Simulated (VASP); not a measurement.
## MgO: relaxation of cell and atoms with LDA

MgO:

```
Mg O
1.0
     0.00000    2.08165    2.08165
     2.08165    0.00000    2.08165
     2.08165    2.08165    0.00000
Mg O
1 1
Direct
  0.00000 0.00000 0.00000
  0.50000 0.50000 0.50000
```

- Program: VASP 6.6.1
- Task: relaxation of cell and atoms
- Functional: LDA
- Potentials or basis: VASP PAW LDA potentials, release 64 (Mg_sv, O)
- Cutoff: 840 eV
- k mesh: 10 × 10 × 10
- Occupations: gaussian, width 0.02 eV
- Spin: no spin polarisation
- Dipole correction: no
- Further INCAR settings: ALGO = Normal; EDIFF = 1e-07; IBRION = 2; EDIFFG = -0.002; NSW = 100; ISIF = 3

The relaxed volume is 9.03 Å³/atom and the relaxed cell is a = 2.945 Å, b = 2.945 Å, c = 2.945 Å, α = 60.00°, β = 60.00°, γ = 60.00°. The space group after relaxing (to 0.1 Å) is Fm-3m (No. 225) and the energy gained by relaxing is 0.0 meV/atom. The ionic steps are 2, the pressure after relaxing is 0.0 GPa and the band gap on the k mesh is 5.01 eV.

Final structure:
```yaml
crystal:
  lattice:
    - [0.00000, 2.08223, 2.08223]
    - [2.08223, 0.00000, 2.08223]
    - [2.08223, 2.08223, 0.00000]
  atoms:
    - { symbol: Mg, position: [0.00000, 0.00000, 0.00000] }
    - { symbol: O, position: [0.50000, 0.50000, 0.50000] }
```

Levels at points of the mesh, in eV from the valence-band top:
```
           k point  band 5  band 6  band 7  band 8  band 9  band 10  band 11  band 12
(0.00, 0.00, 0.00)  -17.17    0.00    0.00    0.00    5.01    15.72    15.72    15.72
(0.50, 0.00, 0.00)  -15.69   -4.84   -0.71   -0.71    7.96    12.80    16.36    16.36
(0.50, 0.50, 0.00)  -15.45   -4.26   -1.41   -1.41    8.93    10.10    13.26    19.16
```

Wall time 32 s on 1 thread of Intel(R) Xeon(R) Platinum 8375C CPU @ 2.90GHz (Ice Lake), on a shared host, peak memory 0.15 GiB.

A hybrid or GW would open this gap; LDA tends to underestimate it.
